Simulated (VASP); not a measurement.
Li: single point with RPBE

Crystal: Li.

```
Li
1.0
     3.10099    0.00000    0.00000
    -1.55050    2.68554    0.00000
     0.00000    0.00000    5.05893
Li
2
Cartesian
  0.0000 1.7904 1.2647
  1.5505 0.8952 3.7942
```

```json
{
  "Program": "VASP 6.6.1",
  "Task": "single point",
  "Functional": "RPBE",
  "Potentials or basis": "VASP PAW PBE potentials, release 64 (Li_sv)",
  "Cutoff": "520 eV",
  "k mesh": "19 × 19 × 10",
  "Occupations": "fermi-dirac, width 0.1 eV",
  "Spin": "no spin polarisation"
}
```

- Band gap on the k mesh: zero (band 3 reaches 2.52 eV, above the bottom of band 4 at -1.84 eV)

Levels at points of the mesh, in eV from the Fermi level:
```
           k point  band 1  band 2  band 3  band 4  band 5  band 6  band 7  band 8
(0.00, 0.00, 0.00)  -46.78  -46.76   -3.51    0.02    2.82   12.28   12.28   13.64
(0.00, 0.00, 0.50)  -46.77  -46.77   -2.41   -2.41    7.82    7.82   13.20   13.20
```

Run time: 53 s on 1 thread of Intel Xeon 6975P-C, with other jobs on the host, peak memory 0.21 GiB.
